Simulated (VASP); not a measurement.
# HgTe (wurtzite type) (P6_3mc) in VASP: relaxation of cell and atoms with PBE

Aim: the relaxation of cell and atoms of HgTe (wurtzite type) with PBE.

Everything below comes from runs of VASP 6.6.1. Logs are shortened: lines on timing, memory, paths and dates and some standing lists are left out, and cuts for length are marked.

## (1) The cell of the first run

The structure is hexagonal, space group P6_3mc (No. 186). The conventional cell has a = 4.620 Å, b = 4.620 Å, c = 7.530 Å, α = 90.00°, β = 90.00°, γ = 120.00°. Hg (site symmetry 3m) has 4 Te at 2.83 Å within 3.7 Å. Te (site symmetry 3m) has 4 Hg at 2.83 Å within 3.7 Å.

## (2) Relaxation of cell and atoms, PBE, target pressure -0.021 GPa, at which the enthalpy is minimised

INCAR reads:

```
SYSTEM = HgTe
PREC = Accurate
ENCUT = 600
EDIFF = 1E-6
ISMEAR = -1
SIGMA = 0.1
LREAL = .False.
LASPH = .True.
NELM = 100
ALGO = Normal
ISIF = 3
LWAVE = .False.
LCHARG = .False.
GGA = PE
IBRION = 2
NSW = 60
EDIFFG = -0.005
PSTRESS = -0.21000000000000002
```

KPOINTS reads:

```
regular mesh
0
Gamma
  8 8 5
  0 0 0
```

POSCAR reads:

```
HgTe
1.0
    4.6198546928      0.0000000000      0.0000000000
   -2.3099273464      4.0009115258      0.0000000000
    0.0000000000      0.0000000000      7.5303631493
Hg Te
2 2
Direct
    0.3333333333      0.6666666667      0.0000000000
    0.6666666667      0.3333333333      0.5000000000
    0.3333333333      0.6666666667      0.3760000000
    0.6666666667      0.3333333333      0.8760000000
```

Potentials or basis: VASP PAW PBE potentials, release 64 (Hg, Te).

Command:

```bash
$ cat potpaw_PBE.64/Hg/POTCAR potpaw_PBE.64/Te/POTCAR > POTCAR
$ mpirun -np 1 vasp_std > vasp.out
```

OUTCAR:

```text
SYSTEM = HgTe
   PREC = Accurate
   ENCUT = 600
   EDIFF = 1E-6
   ISMEAR = -1
   LREAL = .False.
   LASPH = .True.
   NELM = 100
   ISIF = 3
   GGA = PE
   IBRION = 2
   NSW = 60
   EDIFFG = -0.005
   PSTRESS = -0.21000000000000002

 ion  position               nearest neighbor table
   1  0.333  0.667  0.000-   4 2.83   4 2.83   4 2.83   3 2.83
   2  0.667  0.333  0.500-   3 2.83   3 2.83   3 2.83   4 2.83
   3  0.333  0.667  0.376-   2 2.83   2 2.83   2 2.83   1 2.83
   4  0.667  0.333  0.876-   1 2.83   1 2.83   1 2.83   2 2.83

  LATTYP: Found a hexagonal cell.
 ALAT       =     4.6198546928
 C/A-ratio  =     1.6300000000

  Lattice vectors:

 A1 = (   4.6198546928,   0.0000000000,   0.0000000000)
 A2 = (  -2.3099273464,   4.0009115258,   0.0000000000)
 A3 = (   0.0000000000,   0.0000000000,   7.5303631493)

Analysis of symmetry for initial positions (statically):
=====================================================================
 Subroutine PRICEL returns:
 Original cell was already a primitive cell.

 Routine SETGRP: Setting up the symmetry group for a
 hexagonal supercell.

 Subroutine GETGRP returns: Found 12 space group operations
 (whereof  6 operations were pure point group operations)
 out of a pool of 24 trial point group operations.

The static configuration has the point symmetry C_3v.
 The point group associated with its full space group is C_6v.

Analysis of symmetry for dynamics (positions and initial velocities):
=====================================================================
 Subroutine PRICEL returns:
 Original cell was already a primitive cell.

 Routine SETGRP: Setting up the symmetry group for a
 hexagonal supercell.

 Subroutine GETGRP returns: Found 12 space group operations
 (whereof  6 operations were pure point group operations)
 out of a pool of 24 trial point group operations.

The dynamic configuration has the point symmetry C_3v.
 The point group associated with its full space group is C_6v.

 Subroutine INISYM returns: Found 12 space group operations
 (whereof  6 operations are pure point group operations),
 and found     1 'primitive' translations

----------------------------------------------------------------------------------------

                                     Primitive cell

  volume of cell :     139.1884

[... 91 lines left out ...]
   NELM   =    100;   NELMIN=  2; NELMDL= -5     # of ELM steps
   EDIFF  = 0.1E-05   stopping-criterion for ELM
   LREAL  =      F    real-space projection
   EDIFFG = -.5E-02   stopping-criterion for IOM
   NSW    =     60    number of steps for IOM
   IBRION =      2    ionic relax: 0-MD 1-quasi-New 2-CG
   NFREE  =      1    steps in history (QN), initial steepest desc. (CG)
   ISIF   =      3    stress and relaxation
   ISYM   =      2    0-nonsym 1-usesym 2-fastsym
   POTIM  = 0.5000    time-step for ionic-motion
   TEBEG  =    0.0;   TEEND  =   0.0 temperature during run
   PSTRESS=   -0.2 pullay stress
   NELECT =      36.0000    total number of electrons
   NUPDOWN=      -1.0000    fix difference up-down
   EMIN   =  10.00;   EMAX   =-10.00  energy-range for DOS
   EFERMI =   0.00;   METHOD = LEGACY
   ISMEAR =    -1;   SIGMA  =   0.10  broadening in eV -4-tet -1-fermi 0-gaus
   EFERMI_NEDOS =   21; number of points for ismear=-14 and -15
   IALGO  =     38    algorithm
   IMIX   =      4    mixing-type and parameters
     AMIX     =   0.40;   BMIX     =  1.00
     AMIX_MAG =   1.60;   BMIX_MAG =  1.00
  volume/ion in A,a.u.               =      34.80       234.82
  Fermi-wavevector in a.u.,A,eV,Ry     =   1.043057  1.971091 14.802695  1.087967
  Thomas-Fermi vector in A             =   2.177749
   LORBIT       =      0    0 simple, 1 ext, 2 COOP (PROOUT), +10 PAW based schemes
   GGA     = PE    functional components
   LHFCALC =     F    Hartree Fock is set to
   AEXX    =    0.0000 exact exchange contribution
   IVDW    =     0    specifies the selected vdW correction
   LEPSILON=     F    determine dielectric tensor
   LRPA    =     F    only Hartree local field effects (RPA)
 conjugate gradient relaxation of ions
 non-spin polarized calculation
  energy-cutoff  :      600.00
  volume of cell :      139.19
 maximum number of plane-waves:      4672
 NGX is ok and might be reduce to    40
   NGX = 19   NGY = 19   NGZ = 31

--------------------------------------- Ionic step        1  -------------------------------------------

 number of electron      36.0000000 magnetization

 Free energy of the ion-electron system (eV)
  ---------------------------------------------------
  ext. energy  EPLUGINS =         0.00000000
  ---------------------------------------------------
  free energy    TOTEN  =        -7.21125692 eV

  energy without entropy =       -7.20775471  energy(sigma->0) =       -7.20950582

------------------------ aborting loop because EDIFF is reached ----------------------------------------

  FORCE on cell =-STRESS in cart. coord.  units (eV):
  Direction    XX          YY          ZZ          XY          YZ          ZX
  --------------------------------------------------------------------------------------
  -------------------------------------------------------------------------------------
  Total        1.9298606      1.9298606      2.2149697      0.0000000      0.0000000      0.0000000
  in kB       22.2143356     22.2143356     25.4961846      0.0000000      0.0000000      0.0000000
  external PRESSURE =      23.5182853 kB  Pullay stress =      -0.2100000 kB
[... 307 lines left out ...]
--------------------------------------- Ionic step        9  -------------------------------------------

 number of electron      36.0000000 magnetization

 Free energy of the ion-electron system (eV)
  ---------------------------------------------------
  ext. energy  EPLUGINS =         0.00000000
  ---------------------------------------------------
  free energy    TOTEN  =        -7.26958631 eV

  energy without entropy =       -7.26549839  energy(sigma->0) =       -7.26754235

 E-fermi :   2.4006     XC(G=0):  -8.3341

 val. band max:        2.2090351534   @ k =   0.0000   0.0000   0.0000
 cond. band min:       2.7087036181   @ k =   0.0000   0.0000   0.2000
 fundamental gap:      0.4996684646
 Fermi energy:         2.4006374223

 k-point     1 :       0.0000    0.0000    0.0000
  band No.  band energies     occupation
      1      -9.1900      2.00000
      2      -8.7233      2.00000
      3      -4.6689      2.00000
      4      -4.6638      2.00000
      5      -4.6638      2.00000
      6      -4.5874      2.00000
[... 589 lines left out ...]
     21       5.9751      0.00000
     22       6.1760      0.00000

 [... further k-points ...]
[... 5 lines left out ...]
  --------------------------------------------------------------------------------------
  -------------------------------------------------------------------------------------
  Total       -0.0198889     -0.0198889     -0.0033302      0.0000000      0.0000000     -0.0000000
  in kB       -0.2157344     -0.2157344     -0.0361228      0.0000000      0.0000000     -0.0000000
  external PRESSURE =       0.0541362 kB  Pullay stress =      -0.2100000 kB
[... 23 lines left out ...]
  energy  without entropy=       -7.2654983909  energy(sigma->0) =       -7.26754235

  enthalpy is  TOTEN    =        -7.2889465900 eV   P V=       -0.0193602769

 reached required accuracy - stopping structural energy minimisation
```

OSZICAR:

```text
N       E                     dE             d eps       ncg     rms          rms(c)
DAV:   1     0.258801304085E+03    0.25880E+03   -0.17094E+04  1320   0.158E+03
DAV:   2     0.666948853546E+01   -0.25213E+03   -0.24493E+03  1428   0.332E+02
DAV:   3    -0.742840017820E+01   -0.14098E+02   -0.14007E+02  1584   0.775E+01
DAV:   4    -0.763176535515E+01   -0.20337E+00   -0.20324E+00  1672   0.858E+00
[... 73 lines left out ...]
DAV:   2    -0.726962293194E+01    0.20531E-03   -0.95028E-04  1530   0.304E-01    0.382E-02
DAV:   3    -0.726959578562E+01    0.27146E-04   -0.82133E-05  1428   0.706E-02    0.386E-02
DAV:   4    -0.726958781447E+01    0.79711E-05   -0.11508E-05  1458   0.196E-02    0.590E-03
DAV:   5    -0.726958637573E+01    0.14387E-05   -0.32976E-06  1172   0.180E-02    0.561E-03
DAV:   6    -0.726958631304E+01    0.62682E-07   -0.21738E-07   678   0.350E-03
   9 F= -.72889466E+01 E0= -.72869026E+01  d E =-.371226E-04
```

CONTCAR:

```text
HgTe
   1.00000000000000
     4.7018969518728460    0.0000000000000000    0.0000000000000000
    -2.3509484759364230    4.0719622063430032   -0.0000000000000000
     0.0000000000000000   -0.0000000000000000    7.7148237260739947
  Hg              Te
     2     2
Direct
     0.3333333332999970    0.6666666667000030    0.0006328925264070
     0.6666666667000030    0.3333333332999970    0.5006328925264070
     0.3333333332999970    0.6666666667000030    0.3753671074735908
     0.6666666667000030    0.3333333332999970    0.8753671074735907

  0.00000000E+00  0.00000000E+00  0.00000000E+00
  0.00000000E+00  0.00000000E+00  0.00000000E+00
  0.00000000E+00  0.00000000E+00  0.00000000E+00
  0.00000000E+00  0.00000000E+00  0.00000000E+00
```

It took 4 min on 1 thread of Intel Xeon 6975P-C (Granite Rapids), shared host; peak memory 0.37 GiB.

Results:

```yaml
Free_energy: -7.2696 eV
Relaxed_volume: 36.93 Å³/atom
Relaxed_cell: a = 4.702 Å, b = 4.702 Å, c = 7.715 Å, α = 90.00°, β = 90.00°, γ = 120.00°
Space_group_after_relaxing_to_0.1_Å: P6_3mc (No. 186)
Energy_change_on_relaxing_the_run_minimises_the_enthalpy: -14.6 meV/atom
Ionic_steps: 9
Pressure_after_relaxing: 0.0 GPa
Band_gap_on_the_k_mesh: zero (filled and empty bands touch)
```

Step by step:
```
step  energy change (eV)  largest force (eV/Å)  pressure (GPa)  volume (Å³)
   1              0.0000                0.0023            2.33       139.19
   2             -0.0551                0.0091           -0.46       149.73
   3             -0.0581                0.0090           -0.01       147.71
   4             -0.0580                0.0091           -0.04       147.89
   5             -0.0581                0.0120           -0.05       147.88
   6             -0.0582                0.0164           -0.05       147.86
   7             -0.0583                0.0117           -0.01       147.70
   8             -0.0583                0.0079            0.01       147.57
   9             -0.0583                0.0009           -0.02       147.71
```

Final structure:
```
Hg Te
1.0
     4.70190    0.00000    0.00000
    -2.35095    4.07196    0.00000
     0.00000    0.00000    7.71482
Hg Te
2 2
Direct
  0.33333 0.66667 0.00063
  0.66667 0.33333 0.50063
  0.33333 0.66667 0.37537
  0.66667 0.33333 0.87537
```

Caveat: the cell is relaxed towards a set pressure, so the run minimises the enthalpy, not the energy; semilocal functionals underestimate gaps, and a narrow one can read as zero; spin-orbit coupling is left out, which moves the levels of the heavy elements.

The gap in the log of VASP goes by the Fermi energy; the results here count the filled bands.